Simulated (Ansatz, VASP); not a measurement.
# One calculation of NiSb, two programs

```xyz
4
Lattice="3.9280 0.0000 0.0000 -1.9640 3.4017 0.0000 0.0000 0.0000 5.1200" Properties=species:S:1:pos:R:3 pbc="T T T"
Sb    1.9640    1.1339    3.8400
Sb    0.0000    2.2678    1.2800
Ni    0.0000    0.0000    2.5600
Ni    0.0000    0.0000    0.0000
```

Alike in both runs: task single point; functional PBE; k mesh 7 × 7 × 5; occupations fermi-dirac, width 0.05 eV; collinear spin; fixed moment 1 μB.

|  | VASP | Ansatz |
| --- | --- | --- |
| version | VASP 6.6.1 | Ansatz 0.2.0 |
| potentials or method | VASP PAW PBE potentials, release 64 (Sb, Ni) | Ansatz PAW |
| plane-wave cutoff (eV) | 520 | 420 |
| valence electrons in the cell | 30 | 66 |

VASP gave:

- pressure (GPa): 4.8
- traceless stress, the component that is largest in VASP (GPa): -1.51
- net moment per atom (μB): 0.25
- size of the moment on the site where the two differ most (μB): 0.08

Problem. Which values does Ansatz return?

Solution. Pressure (GPa): 4.9; traceless stress, the component that is largest in VASP (GPa): -1.59; net moment per atom (μB): 0.25; size of the moment on the site where the two differ most (μB): 0.07.

Site moments also hang on the region over which each program counts them. With one functional, cell and mesh, what is left measures potentials, basis and numerics. VASP's potentials hold 30 valence electrons a cell and Ansatz's 66, so a difference there can come from the potentials and not from the codes.

Spin-orbit coupling is off throughout.
